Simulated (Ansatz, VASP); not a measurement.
## One calculation of Na, two programs

```xyz
1
Lattice="-2.0986 2.0986 2.0986 2.0986 -2.0986 2.0986 2.0986 2.0986 -2.0986" Properties=species:S:1:pos:R:3 pbc="T T T"
Na    0.0000    0.0000    0.0000
```

Alike in both runs: task single point; functional PBE; k mesh 11 × 11 × 11; occupations fermi-dirac, width 0.01 eV; no spin polarisation.

```csv
,VASP,Ansatz
version,VASP 6.6.1,Ansatz 0.2.0
potentials or method,"VASP PAW PBE potentials, release 64 (Na_pv), cutoff 520 eV","plane waves (420 eV) with PAW, scalar-relativistic"
valence electrons in the cell,7,9
```

```tsv
	VASP	Ansatz	Ansatz less VASP
pressure (GPa)	0.0	0.0	+0.02
```

With one functional, cell and mesh, what is left measures potentials, basis and numerics. VASP's potentials hold 7 valence electrons a cell and Ansatz's 9, so a difference there can come from the potentials and not from the codes.
